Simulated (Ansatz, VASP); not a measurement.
## One calculation of Ca, two programs

Contents of INCAR:

```
SYSTEM = Ca
  ALGO = Fast
  EDIFF = 1E-6
  ENCUT = 520
  GGA = PE
  ISIF = 2
  ISMEAR = 0
  LASPH = .TRUE.
  LCHARG = .FALSE.
  LREAL = .FALSE.
  LWAVE = .FALSE.
  NBANDS = 17
  NELM = 60
  PREC = Accurate
  SIGMA = 0.1
```

Contents of KPOINTS:

```
k-points
0
G
  14 14 8
  0 0 0
```

File POSCAR:

```
Ca
1.0
    1.9712759950     -3.3954901800      0.0000000000
    1.9712759950      3.3954901800      0.0000000000
    0.0000000000      0.0000000000      6.5091117400
Ca
2
Direct
    0.8355866000      0.1644134000      0.2500000000
    0.1644134000      0.8355866000      0.7500000000
```

Input for Ansatz:

```yaml
crystal:
  lattice:
    - [1.971275995, -3.39549018, 0.0]
    - [1.971275995, 3.39549018, 0.0]
    - [0.0, 0.0, 6.50911174]
  atoms:
    - { symbol: Ca, position: [0.8355866, 0.1644134, 0.25] }
    - { symbol: Ca, position: [0.1644134, 0.8355866, 0.75] }
basis:
  ecutwfc: 420
kpoints:
  mp_grid: { grid: [14, 14, 8] }
hamiltonian:
  xc: pbe
scf:
  occupations: { method: gaussian, width: 0.1 }
output:
  forces: true
  stress: true
  eigenvalues: true
```

Alike in both runs: task single point; functional PBE; k mesh 14 × 14 × 8; occupations gaussian, width 0.1 eV; no spin polarisation.

|  | VASP | Ansatz |
| --- | --- | --- |
| version | VASP 6.6.1 | Ansatz 0.2.0 |
| potentials or method | VASP PAW PBE potentials, release 64 (Ca_sv), cutoff 520 eV | scalar-relativistic, plane waves, PAW |
| valence electrons in the cell | 20 | 20 |

|  | VASP | Ansatz | Ansatz less VASP |
| --- | --- | --- | --- |
| gap on the k mesh at the Fermi level (eV) | none | none | - |
| pressure (GPa) | -0.5 | -0.5 | 0.00 |
| traceless stress, the component that is largest in VASP (GPa) | 0.16 | 0.16 | 0.000 |
| rms of the force components (eV/Å) | 0.009 | 0.009 | +0.0001 |

Atom by atom the forces differ by 0.000 eV/Å (rms over components). A gap of «none» marks a metal or a gap that the smearing closes.
